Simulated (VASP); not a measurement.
CaGe4N, 6 atoms in the cell. The structure is cubic, space group F-43m (No. 216). Conventional cell: a = 7.867 Å, b = 7.867 Å, c = 7.867 Å, α = 90.00°, β = 90.00°, γ = 90.00°. Within 4.3 Å of Ca (site symmetry -43m) lie 12 Ge at 3.26 Å and 4 N at 3.41 Å. Ge (site symmetry 3m) has 6 Ge at 2.78 Å and 3 Ca at 3.26 Å and 3 N at 3.26 Å within 3.7 Å. N (site symmetry -43m) has 12 Ge at 3.26 Å and 4 Ca at 3.41 Å within 4.3 Å. The cell was generated, and may not be a known phase.

| Item | Value |
| --- | --- |
| Program | VASP 6.6.1 |
| Task | single point |
| Functional | PBE |
| Potentials or basis | VASP PAW PBE potentials, release 64 (Ca_sv, Ge_d, N) |
| Cutoff | 520 eV |
| k mesh | 4 × 4 × 4 |
| Occupations | gaussian, width 0.1 eV |
| Spin | no spin polarisation |
| Dipole correction | no |
| Further INCAR settings | ALGO = Normal; EDIFF = 1e-06; NBANDS = 44 |

Potentials or basis: VASP PAW PBE potentials, release 64 (Ca_sv, Ge_d, N).

Launch:

```sh
$ cat potpaw_PBE.64/Ca_sv/POTCAR potpaw_PBE.64/Ge_d/POTCAR potpaw_PBE.64/N/POTCAR > POTCAR
$ mpirun -np 1 vasp_std > vasp.out
```

Hardware: 1 thread of AMD EPYC 9R45 96-Core Processor (Zen 5), with other jobs on the host.

Task: Estimate the wall time of this run.

Result: Run time: 34 s on 1 thread of AMD EPYC 9R45 96-Core Processor (Zen 5) (shared host), peak memory 0.23 GiB. Counts: scf iterations 15, k points 8.
